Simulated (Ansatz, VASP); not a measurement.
## Ba in VASP and in Ansatz

```
Ba
1.0
     0.00000    4.38603    4.38603
     4.38603    0.00000    4.38603
     4.38603    4.38603    0.00000
Ba
2
Direct
  0.12500 0.12500 0.12500
  0.87500 0.87500 0.87500
```

Alike in both runs: task relaxation of cell and atoms; functional r2SCAN; k mesh 6 × 6 × 6; occupations fermi-dirac, width 0.1 eV; no spin polarisation.

|  | VASP | Ansatz |
| --- | --- | --- |
| version | VASP 6.6.1 | Ansatz 0.2.0 |
| potentials or method | VASP PAW PBE potentials, release 64 (Ba_sv), cutoff 600 eV | plane waves (500 eV) with PAW, scalar-relativistic |
| valence electrons in the cell | 20 | 20 |

|  | VASP | Ansatz | Ansatz less VASP |
| --- | --- | --- | --- |
| relaxed volume (Å³/atom) | 56.85 | 54.53 | -2.317 |
| relaxed cell length with the largest relative difference (Å) | 5.438 | 5.363 | -0.0749 |

VASP's potentials were made for PBE, not for r2SCAN.

Spin-orbit coupling is off throughout. Noted on VASP's run: the volume moved by over 15 % at a fixed basis, so the end points are rough.
